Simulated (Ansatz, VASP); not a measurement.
# Two plane-wave programs on Rh

```
CELL_PARAMETERS angstrom
0.00000 1.87303 1.90155
1.87303 0.00000 1.90155
1.87303 1.87303 0.00000
ATOMIC_POSITIONS crystal
Rh 0.00000 0.00000 0.00000
```

Change from the starting cell: strain -0.015 along x and y, +0.000 along z, atoms carried along.

Alike in both runs: task single point; functional r2SCAN; k mesh 8 × 8 × 8; occupations gaussian, width 0.15 eV; no spin polarisation.

|  | VASP | Ansatz |
| --- | --- | --- |
| version | VASP 6.6.1 | Ansatz 0.2.0 |
| potentials or method | VASP PAW PBE potentials, release 64 (Rh_pv), cutoff 520 eV | scalar-relativistic, plane waves, PAW |
| valence electrons in the cell | 15 | 17 |

```tsv
	VASP	Ansatz	Ansatz less VASP
gap on the k mesh at the Fermi level (eV)	none	none	-
pressure (GPa)	10.8	9.3	-1.43
traceless stress, the component that is largest in VASP (GPa)	-2.64	-2.62	+0.019
```

VASP's potentials were made for PBE, not for r2SCAN. A gap of «none» marks a metal or a gap that the smearing closes. VASP's potentials hold 15 valence electrons a cell and Ansatz's 17, so a difference there can come from the potentials and not from the codes.

The k mesh is coarse, so the values compare programs but aren't converged.
